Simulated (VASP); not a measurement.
Here is a VASP 6.6.1 calculation.

The input INCAR:

```
PREC = Accurate ; ENCUT = 520
EDIFF = 1E-6 ; ISMEAR = 0
SIGMA = 0.03 ; LREAL = False
LASPH = True ; NELM = 60
ALGO = Normal ; ISIF = 2
LWAVE = False ; LCHARG = True
GGA = PS ; LVHAR = True
NBANDS = 27 ; KPAR = 4
```

KPOINTS

```
Automatic mesh
0
Gamma
  12 12 12
```

The input POSCAR:

```
InSe
1.0
    1.9999996503      1.1547003365      8.3166700000
   -1.9999996503      1.1547003365      8.3166700000
    0.0000000000     -2.3094006730      8.3166700000
In Se
2 2
Direct
    0.0000000000      0.0000000000      0.0000000000
    0.1122000000      0.1122000000      0.1122000000
    0.6155000000      0.6155000000      0.6155000000
    0.8231984240      0.8326740105      0.8326740105
```

Potentials or basis: VASP PAW PBE potentials, release 64 (In_d, Se).

Command:

```bash
$ cat potpaw_PBE.64/In_d/POTCAR potpaw_PBE.64/Se/POTCAR > POTCAR
$ mpirun -np 4 vasp_std > vasp.out
```

**Question.** Predict the largest force.

**Answer.** 0.279 eV/Å.

**Question.** Estimate the band gap on the k mesh.

**Answer.** 0.28 eV.

**Question.** Predict the pressure.

**Answer.** 0.4 GPa.

Forces on the atoms (eV/Å):
```
In  -0.005 -0.003  0.176
In  -0.102 -0.059 -0.253
Se  -0.003 -0.002 -0.035
Se   0.110  0.063  0.112
```

Caveat: the cell differs from its parent crystal (atom 4 (Se) moved +0.025 Å towards its neighbour atom 2 (In) at 2.638 Å); the PAW data sets were made with another functional, which shifts forces and pressure a little; spin-orbit coupling is left out, which moves the levels of the heavy elements. A k mesh can miss the band edges.
